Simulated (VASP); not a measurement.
Here is a VASP 6.6.1 calculation.

File INCAR:

```
  PREC = Accurate
  ENCUT = 520
  EDIFF = 1E-7
  ISMEAR = 0
  SIGMA = 0.1
  LREAL = Auto
  LASPH = True
  NELM = 80
  ALGO = Fast
  ISIF = 2
  LWAVE = False
  LCHARG = False
  GGA = PE
  NBANDS = 38
```

File KPOINTS:

```
Automatic mesh
0
Gamma
  6 6 6
```

The input POSCAR:

```
SiB2
1.0
    3.1932608338      1.8436300020      4.5404044476
   -3.1932608338      1.8436300020      4.5404044476
    0.0000000000     -3.6872600040      4.5404044476
Si B
5 10
Direct
    0.7325379094      0.7325379094      0.7325379094
    0.3413556872      0.3413556872      0.3413556872
    0.7236843741      0.1862759676      0.7236843741
    0.7236843741      0.7236843741      0.1862759676
    0.1862759676      0.7236843741      0.7236843741
    0.8758565896      0.3328035451      0.8758565896
    0.3328035451      0.8758565896      0.8758565896
    0.8758565896      0.8758565896      0.3328035451
    0.1365900189      0.6610373416      0.1365900189
    0.1365900189      0.1365900189      0.6610373416
    0.6610373416      0.1365900189      0.1365900189
    0.4934603549      0.4934603549      0.4934603549
    0.1808228301      0.1808228301      0.9186215687
    0.9186215687      0.1808228301      0.1808228301
    0.1808228301      0.9186215687      0.1808228301
```

Potentials or basis: VASP PAW PBE potentials, release 64 (Si, B).

Launch:

```console
$ cat potpaw_PBE.64/Si/POTCAR potpaw_PBE.64/B/POTCAR > POTCAR
$ mpirun -np 1 vasp_std > vasp.out
```

(1) Predict the pressure.

(2) Estimate the largest force.

(3) What does it give for the band gap on the k mesh?

Answers

(1) 0.0 GPa.

(2) 0.022 eV/Å.

(3) zero (bands 25 and 26 overlap by 1.83 eV).
